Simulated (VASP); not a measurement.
# CaO (Fm-3m) in VASP: further runs, part 2 of 2

VASP 6.6.1.

**4. Single point, r2SCAN**

Contents of POSCAR:

```
CaO
1.0
    0.0000000000      2.4490000000      2.4490000000
    2.4490000000      0.0000000000      2.4490000000
    2.4490000000      2.4490000000      0.0000000000
Ca O
1 1
Direct
    0.0000000000      0.0000000000      0.0000000000
    0.5000000000      0.5000000000      0.5000000000
```

Contents of INCAR.step1:

```
SYSTEM = CaO
PREC     = Accurate       ! precision mode
ENCUT    = 660            ! plane-wave cutoff, eV
ISMEAR   = -1             ! smearing method
SIGMA    = 0.03           ! smearing width, eV
LREAL    = .FALSE.        ! projectors in reciprocal space
LASPH    = .TRUE.         ! aspherical terms in the spheres
NELM     = 120            ! most SCF steps
NBANDS   = 15             ! bands
GGA      = PE             ! functional
ALGO     = Normal         ! electronic algorithm
EDIFF    = 1E-5           ! SCF threshold, eV
LWAVE    = .TRUE.         ! write WAVECAR
LCHARG   = .FALSE.        ! write CHGCAR
GGA_COMPAT= .FALSE.
```

Contents of INCAR.step2:

```
SYSTEM = CaO
PREC     = Accurate       ! precision mode
ENCUT    = 660            ! plane-wave cutoff, eV
EDIFF    = 1E-6           ! SCF threshold, eV
ISMEAR   = -1             ! smearing method
SIGMA    = 0.03           ! smearing width, eV
LREAL    = .FALSE.        ! projectors in reciprocal space
LASPH    = .TRUE.         ! aspherical terms in the spheres
NELM     = 120            ! most SCF steps
ALGO     = Normal         ! electronic algorithm
ISIF     = 2              ! what is computed and relaxed
LWAVE    = .FALSE.        ! write WAVECAR
LCHARG   = .TRUE.         ! write CHGCAR
METAGGA  = R2SCAN         ! meta-GGA
LMIXTAU  = .TRUE.       
LELF     = .TRUE.         ! ELF
LVHAR    = .TRUE.       
NBANDS   = 15             ! bands
ISTART   = 1            
GGA_COMPAT= .FALSE.
```

Contents of KPOINTS:

```
regular mesh
0
G
  9 9 9
  0 0 0
```

Potentials or basis: VASP PAW PBE potentials, release 64 (Ca_sv, O).

Command:

```sh
> cat potpaw_PBE.64/Ca_sv/POTCAR potpaw_PBE.64/O/POTCAR > POTCAR
> cp INCAR.step1 INCAR
> mpirun -np 1 vasp_std > vasp.out
> cp INCAR.step2 INCAR
> mpirun -np 1 vasp_std > vasp.out
```

OUTCAR:

```text
SYSTEM = CaO
   PREC = Accurate
   ENCUT = 660
   EDIFF = 1E-6
   ISMEAR = -1
   LREAL = .FALSE.
   LASPH = .TRUE.
   NELM = 120
   ISIF = 2
   METAGGA = R2SCAN
   ISTART = 1

 ion  position               nearest neighbor table
   1  0.000  0.000  0.000-   2 2.45   2 2.45   2 2.45   2 2.45   2 2.45   2 2.45
   2  0.500  0.500  0.500-   1 2.45   1 2.45   1 2.45   1 2.45   1 2.45   1 2.45

  LATTYP: Found a face centered cubic cell.
 ALAT       =     4.8980000000

  Lattice vectors:

 A1 = (   0.0000000000,   2.4490000000,   2.4490000000)
 A2 = (   2.4490000000,   0.0000000000,   2.4490000000)
 A3 = (   2.4490000000,   2.4490000000,   0.0000000000)

Analysis of symmetry for initial positions (statically):
=====================================================================
 Subroutine PRICEL returns:
 Original cell was already a primitive cell.

 Routine SETGRP: Setting up the symmetry group for a
 face centered cubic supercell.

 Subroutine GETGRP returns: Found 48 space group operations
 (whereof 48 operations were pure point group operations)
 out of a pool of 48 trial point group operations.

The static configuration has the point symmetry O_h .

Analysis of symmetry for dynamics (positions and initial velocities):
=====================================================================
 Subroutine PRICEL returns:
 Original cell was already a primitive cell.

 Routine SETGRP: Setting up the symmetry group for a
 face centered cubic supercell.

 Subroutine GETGRP returns: Found 48 space group operations
 (whereof 48 operations were pure point group operations)
 out of a pool of 48 trial point group operations.

The dynamic configuration has the point symmetry O_h .

 Subroutine INISYM returns: Found 48 space group operations
 (whereof 48 operations are pure point group operations),
 and found     1 'primitive' translations

----------------------------------------------------------------------------------------
[... 121 lines left out ...]
   IVDW    =     0    specifies the selected vdW correction
   LEPSILON=     F    determine dielectric tensor
   LRPA    =     F    only Hartree local field effects (RPA)
 non-spin polarized calculation
  energy-cutoff  :      660.00
  volume of cell :       29.38
 maximum number of plane-waves:      1147
 NGX is ok and might be reduce to    30
   NGX = 15   NGY = 15   NGZ = 15

 number of electron      16.0000002 magnetization

 Free energy of the ion-electron system (eV)
  ---------------------------------------------------
  ext. energy  EPLUGINS =         0.00000000
  ---------------------------------------------------
  free energy    TOTEN  =       -19.43157174 eV

  energy without entropy =      -19.43157174  energy(sigma->0) =      -19.43157174

 E-fermi :   2.3084     XC(G=0): -10.7780

 val. band max:        1.7059309797   @ k =   0.0000   0.0000   0.0000
 cond. band min:       5.9584378742   @ k =   0.4444   0.4444   0.0000
 fundamental gap:      4.2525068946
 Fermi energy:         2.3084074678

 k-point     1 :       0.0000    0.0000    0.0000
  band No.  band energies     occupation
      1     -37.5958      2.00000
      2     -17.5230      2.00000
      3     -17.5230      2.00000
      4     -17.5230      2.00000
      5     -14.6601      2.00000
      6       1.7059      2.00000
      7       1.7059      2.00000
      8       1.7059      2.00000
      9       6.6719      0.00000
     10       8.4131      0.00000
     11       8.4131      0.00000
     12       8.4131      0.00000
     13       9.9125      0.00000
     14       9.9125      0.00000
[... 401 lines left out ...]
      2     -18.0174      2.00000
      3     -17.7037      2.00000
      4     -17.7037      2.00000
      5     -14.4067      2.00000
      6       0.3348      2.00000
      7       1.3234      2.00000
      8       1.3234      2.00000
      9       5.9584      0.00000
     10       9.9844      0.00000
     11      10.9727      0.00000
     12      11.4865      0.00000
     13      11.4865      0.00000
     14      13.1089      0.00000
     15      15.8803      0.00000

 [... further k-points ...]

------------------------ aborting loop because EDIFF is reached ----------------------------------------

  FORCE on cell =-STRESS in cart. coord.  units (eV):
  Direction    XX          YY          ZZ          XY          YZ          ZX
  --------------------------------------------------------------------------------------
  -------------------------------------------------------------------------------------
  Total       -1.0719951     -1.0719951     -1.0719951      0.0000000      0.0000000      0.0000000
  in kB      -58.4664895    -58.4664895    -58.4664895      0.0000000      0.0000000      0.0000000
  external PRESSURE =     -58.4664895 kB  Pullay stress =       0.0000000 kB

 VOLUME and BASIS-vectors are now :
 -----------------------------------------------------------------------------
  energy-cutoff  :      660.00
  volume of cell :       29.38
      direct lattice vectors                 reciprocal lattice vectors
     0.000000000  2.449000000  2.449000000    -0.204164965  0.204164965  0.204164965
     2.449000000  0.000000000  2.449000000     0.204164965 -0.204164965  0.204164965
     2.449000000  2.449000000  0.000000000     0.204164965  0.204164965 -0.204164965

 POSITION                                       TOTAL-FORCE (eV/Angst)
 -----------------------------------------------------------------------------------
      0.00000      0.00000      0.00000         0.000000     -0.000000     -0.000000
      2.44900      2.44900      2.44900        -0.000000      0.000000      0.000000
 -----------------------------------------------------------------------------------
    total drift:                                0.000000      0.000000      0.000000

  FREE ENERGIE OF THE ION-ELECTRON SYSTEM (eV)
  ---------------------------------------------------
  free  energy   TOTEN  =       -19.4315717359 eV

  energy  without entropy=      -19.4315717358  energy(sigma->0) =      -19.43157174
```

Run time: 96 s. Hardware: 1 thread of Intel Xeon Platinum 8259CL at 2.50GHz (Skylake/Cascade Lake), shared host; peak memory 0.18 GiB.

Results:

- Free energy: -19.4316 eV
- Pressure: -5.8 GPa
- Band gap on the k mesh: 4.25 eV (least direct gap 4.63 eV)

Levels at points of the mesh, in eV from the valence-band top:
| k point | band 5 | band 6 | band 7 | band 8 | band 9 | band 10 | band 11 | band 12 |
| --- | --- | --- | --- | --- | --- | --- | --- | --- |
| (0.00, 0.00, 0.00) | -16.37 | 0.00 | 0.00 | 0.00 | 4.97 | 6.71 | 6.71 | 6.71 |

Caveat: the cell stands under tension; the PAW data sets were made with another functional, which shifts forces and pressure a little; an odd mesh through Γ misses points on the zone boundary, where band edges can lie.

**5. Summary**

```csv
level,potentials or basis,cutoff (eV),gap on the mesh (eV),pressure (GPa)
LDA,"VASP PAW LDA potentials, release 64 (Ca_sv, O)",600,3.53,-11.3
PBEsol,"VASP PAW PBE potentials, release 64 (Ca_sv, O)",600,3.61,-7.5
r2SCAN,"VASP PAW PBE potentials, release 64 (Ca_sv, O)",660,4.25,-5.8
```

Alike in all rows: task single point; no spin polarisation; cell as given; k mesh 9 × 9 × 9; smearing fermi-dirac 0.03 eV.

Caveats: the cell stands under tension; an odd mesh through Γ misses points on the zone boundary, where band edges can lie; the PAW data sets were made with another functional, which shifts forces and pressure a little (at least some runs).

Total energies depend on the potentials used, so only differences within one code and one set of settings carry meaning.
